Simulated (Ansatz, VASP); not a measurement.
# SnO in VASP and in Ansatz

The input POSCAR:

```
SnO
1.0
    3.1034067823      0.0000000000      0.0000000000
    0.0000000000      3.1034067823      0.0000000000
    0.0000000000      0.0000000000      3.1034067823
Sn O
1 1
Direct
    0.0000000000      0.0000000000      0.0000000000
    0.5000000000      0.5000000000      0.5000000000
```

INCAR.step1

```
PREC = Accurate
ENCUT = 520
ISMEAR = 0
SIGMA = 0.01
LREAL = F
LASPH = T
NELM = 80
NBANDS = 17
GGA = PE
ALGO = Normal
EDIFF = 1E-4
LWAVE = T
LCHARG = F
```

The input INCAR.step2:

```
PREC = Accurate
ENCUT = 520
EDIFF = 1E-7
ISMEAR = 0
SIGMA = 0.01
LREAL = F
LASPH = T
NELM = 80
ALGO = Normal
ISIF = 2
LWAVE = F
LCHARG = F
METAGGA = R2SCAN
LMIXTAU = T
IVDW = 13
VDW_S6 = 1.0
VDW_S8 = 0.6018749
VDW_A1 = 0.51559235
VDW_A2 = 5.77342911
NBANDS = 17
ISTART = 1
```

Contents of KPOINTS:

```
Automatic mesh
0
Gamma
  6 6 6
```

Input for Ansatz:

```yaml
crystal:
  lattice:
    - [3.1034067823, 0.0, 0.0]
    - [0.0, 3.1034067823, 0.0]
    - [0.0, 0.0, 3.1034067823]
  atoms:
    - { symbol: Sn, position: [0.0, 0.0, 0.0] }
    - { symbol: O, position: [0.5, 0.5, 0.5] }
kpoints:
  mp_grid: { grid: [6, 6, 6] }
hamiltonian:
  xc: r2scan
  dispersion: d4
scf:
  occupations: { method: fixed }
  n_extra_bands: 4
output:
  forces: true
  stress: true
  eigenvalues: true
```

Alike in both runs: task single point; functional r2SCAN; dispersion D4; k mesh 6 × 6 × 6; no spin polarisation.

```csv
,VASP,Ansatz
version,VASP 6.6.1,Ansatz 0.2.0
potentials or method,"VASP PAW PBE potentials, release 64 (Sn_d, O)",plane waves
plane-wave cutoff (eV),520,500
occupations,"gaussian, width 0.01 eV",fixed
valence electrons in the cell,20,20
```

Ansatz gave:

```
gap on the k mesh at the Fermi level (eV) : 0.36
pressure (GPa)                            : -0.6
```

**Question.** What did VASP give for the same quantities?

**Answer.** gap on the k mesh at the Fermi level (eV): 0.35; pressure (GPa): -0.5.

VASP's potentials were made for PBE, not for r2SCAN.
